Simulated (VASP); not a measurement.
BN: single point with PBE

BN:

```xyz
2
Lattice="0.0000 1.8409 1.7893 1.8409 0.0000 1.7893 1.8409 1.8409 0.0000" Properties=species:S:1:pos:R:3 pbc="T T T"
B     0.0000    0.0000    0.0000
N     0.9205    0.9205    0.8947
```

This cell differs from its parent crystal: epitaxial xy strain +2.0%.

- Program: VASP 6.6.1
- Task: single point
- Functional: PBE
- Potentials or basis: VASP PAW PBE potentials, release 64 (B, N)
- Cutoff: 520 eV
- k mesh: 12 × 12 × 12
- Occupations: fermi-dirac, width 0.02 eV
- Spin: no spin polarisation

| Item | Value |
| --- | --- |
| Pressure | -6.5 GPa |
| Band gap on the k mesh | 3.95 eV, indirect (least direct gap 8.39 eV) |

Stress tensor (GPa, compression positive):
```
-11.94   0.00   0.00
  0.00 -11.94   0.00
  0.00   0.00   4.46
```

Levels at points of the mesh, in eV from the valence-band top:
```csv
k point,band 1,band 2,band 3,band 4,band 5,band 6,band 7,band 8
"(0.00, 0.00, 0.00)",-20.11,-0.26,-0.26,0.00,8.39,8.59,8.59,9.74
"(0.50, 0.00, 0.00)",-16.01,-10.62,-2.27,-1.86,9.42,10.23,10.74,14.81
"(0.50, 0.50, 0.00)",-14.48,-8.65,-5.20,-5.20,3.95,8.47,17.38,17.38
"(0.50, 0.00, 0.50)",-14.79,-9.05,-4.82,-4.82,4.42,9.13,17.08,17.49
```

Wall time 15 s on 1 thread of Intel Xeon 6975P-C, with other jobs on the host, peak memory 0.14 GiB.

Caveat: the cell differs from its parent crystal (epitaxial xy strain +2.0%). A k mesh can miss the band edges.
